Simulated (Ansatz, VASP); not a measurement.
Sr in VASP and in Ansatz

INCAR

```
ALGO = Normal ; EDIFF = 1E-7
ENCUT = 520 ; ISIF = 2
ISMEAR = -1 ; LASPH = T
LCHARG = T ; LELF = T
LREAL = F ; LVHAR = T
LWAVE = F ; NBANDS = 11
NELM = 80 ; PREC = Accurate
SIGMA = 0.1
```

Contents of KPOINTS:

```
k-points
0
Gamma
  15 15 15
```

The input POSCAR:

```
Sr
1.0
    0.0000000000      2.8233231531      2.8233231531
    2.8233231531      0.0000000000      2.8233231531
    2.8233231531      2.8233231531      0.0000000000
Sr
1
Direct
    0.0000000000      0.0000000000      0.0000000000
```

Input for Ansatz:

```yaml
crystal:
  lattice:
    - [0.0, 2.8233231555, 2.8233231555]
    - [2.8233231555, 0.0, 2.8233231555]
    - [2.8233231555, 2.8233231555, 0.0]
  atoms:
    - { symbol: Sr, position: [0.0, 0.0, 0.0] }
hamiltonian:
  xc: lda
  pseudopotentials:
    kind: paw
    azcp:
      Sr: "pseudopotentials/Sr.paw.azcp"
basis:
  ecutwfc: 420
  fft_grid_basis: typed
kpoints:
  mp_grid: { grid: [15, 15, 15], shift: [0, 0, 0] }
magnetization:
  spin_polarized: false
scf:
  occupations: { method: fermi_dirac, width: 0.1 }
output:
  stress: true
```

Alike in both runs: task single point; functional LDA; k mesh 15 × 15 × 15; occupations fermi-dirac, width 0.1 eV; no spin polarisation.

|  | VASP | Ansatz |
| --- | --- | --- |
| version | VASP 6.6.1 | Ansatz 0.2.0 |
| potentials or method | VASP PAW LDA potentials, release 64 (Sr_sv), cutoff 520 eV | plane waves (420 eV) with PAW, scalar-relativistic |
| valence electrons in the cell | 10 | 10 |

```tsv
	VASP	Ansatz	Ansatz less VASP
pressure (GPa)	1.2	1.2	0.00
```

Ansatz warns that its potentials were made for another functional, while VASP's fit it. LDA's correlation is that of Perdew and Zunger in VASP and of Perdew and Wang (1992) in Ansatz.
